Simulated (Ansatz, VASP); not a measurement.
**Two plane-wave programs on TlPtN**

INCAR

```
SYSTEM = TlPtN
ALGO = Normal
EDIFF = 1E-6
ENCUT = 600
GGA = PE
GGA_COMPAT = .False.
ISIF = 2
ISMEAR = 0
ISPIN = 2
LASPH = .True.
LCHARG = .False.
LMAXMIX = 4
LORBIT = 11
LREAL = .False.
LWAVE = .False.
MAGMOM = 0 0 1 1 0 0
NBANDS = 41
NELM = 200
PREC = Accurate
SIGMA = 0.1
```

Contents of KPOINTS:

```
k-points
0
Gamma
  6 6 2
  0 0 0
```

POSCAR

```
TlPtN
1.0
    1.8444538109     -4.3774739933      0.0000000000
    1.8444538109      4.3774739933      0.0000000000
    0.0000000000      0.0000000000      8.5141342770
Tl Pt N
2 2 2
Direct
    0.2388980541      0.7611019459      0.7500000000
    0.7611019459      0.2388980541      0.2500000000
    0.5000000000      0.5000000000      0.5000000000
    0.5000000000      0.5000000000      0.0000000000
    0.0000000000      0.0000000000      0.5000000000
    0.0000000000      0.0000000000      0.0000000000
```

Input for Ansatz:

```yaml
crystal:
  lattice:
    - [1.8444538109, -4.3774739933, 0.0]
    - [1.8444538109, 4.3774739933, 0.0]
    - [0.0, 0.0, 8.514134277]
  atoms:
    - { symbol: Tl, position: [0.2388980541, 0.7611019459, 0.75] }
    - { symbol: Tl, position: [0.7611019459, 0.2388980541, 0.25] }
    - { symbol: Pt, position: [0.5, 0.5, 0.5], spin: 1.0 }
    - { symbol: Pt, position: [0.5, 0.5, 0.0], spin: 1.0 }
    - { symbol: "N", position: [0.0, 0.0, 0.5] }
    - { symbol: "N", position: [0.0, 0.0, 0.0] }
basis:
  ecutwfc: 420
kpoints:
  mp_grid: { grid: [6, 6, 2] }
hamiltonian:
  xc: pbe
scf:
  occupations: { method: gaussian, width: 0.1 }
  lower_state_search: "off"
output:
  forces: true
  stress: true
  eigenvalues: true
  populations: true
magnetization:
  spin_polarized: true
```

Alike in both runs: task single point; functional PBE; k mesh 6 × 6 × 2; occupations gaussian, width 0.1 eV; collinear spin.

```csv
,VASP,Ansatz
version,VASP 6.6.1,Ansatz 0.2.0
potentials or method,"VASP PAW PBE potentials, release 64 (Tl_d, Pt, N), cutoff 600 eV","scalar-relativistic, plane waves, PAW"
valence electrons in the cell,56,72
```

Ansatz gave:

- gap on the k mesh at the Fermi level (eV): none
- pressure (GPa): -0.2
- traceless stress, the component that is largest in VASP (GPa): -2.34
- net moment per atom (μB): 0.00

**Question.** Which values does VASP return?

**Answer.** gap on the k mesh at the Fermi level (eV): none; pressure (GPa): -0.2; traceless stress, the component that is largest in VASP (GPa): -2.42; net moment per atom (μB): 0.00.

A gap of «none» marks a metal or a gap that the smearing closes. VASP's potentials hold 56 valence electrons a cell and Ansatz's 72, so a difference there can come from the potentials and not from the codes. Ansatz's warnings: seeded moment not kept.

The k mesh is coarse, so the values compare programs but aren't converged. Neither program's run includes spin-orbit coupling.
